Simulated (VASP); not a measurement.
Wanted: the native input for a VASP 6.6.1 run.

| Property | Result |
| --- | --- |
| Task | single point |
| Functional | LDA |
| Potentials or basis | VASP PAW LDA potentials, release 64 (Zn, O) |
| Cutoff | 520 eV |
| k mesh | 8 × 8 × 4 |
| Occupations | gaussian, width 0.01 eV |
| Spin | no spin polarisation |
| Dipole correction | no |
| Further INCAR settings | ALGO = Normal; EDIFF = 1e-06; NBANDS = 26 |

The structure of ZnO lies in POSCAR:

```
ZnO
1.0
    3.1805078030      0.0000000000      0.0000000000
   -1.5902539015      2.7544005543      0.0000000000
    0.0000000000      0.0000000000      5.1418750520
Zn O
2 2
Direct
    0.3333333333      0.6666666667      0.5002872504
    0.6666666667      0.3333333333      0.0002872504
    0.6666666667      0.3333333333      0.3787227496
    0.3333333333      0.6666666667      0.8787227496
```

These files were run (other wordings do the same):

INCAR

```
SYSTEM = ZnO
PREC = Accurate
ENCUT = 520
EDIFF = 1E-6
ISMEAR = 0
SIGMA = 0.01
LREAL = .False.
LASPH = .True.
NELM = 80
ALGO = Normal
ISIF = 2
LWAVE = .False.
LCHARG = .False.
NBANDS = 26
```

KPOINTS

```
regular mesh
0
Gamma
  8 8 4
  0 0 0
```

Potentials or basis: VASP PAW LDA potentials, release 64 (Zn, O).

The run is started by

```sh
$ cat potpaw_LDA.64/Zn/POTCAR potpaw_LDA.64/O/POTCAR > POTCAR
$ mpirun -np 1 vasp_std > vasp.out
```

It gave:

```
Pressure               : 2.2 GPa
Band gap on the k mesh : 0.82 eV
```

Wall time 24 s on 1 thread of Intel Xeon 8259CL, with other jobs on the host, peak memory 0.16 GiB.
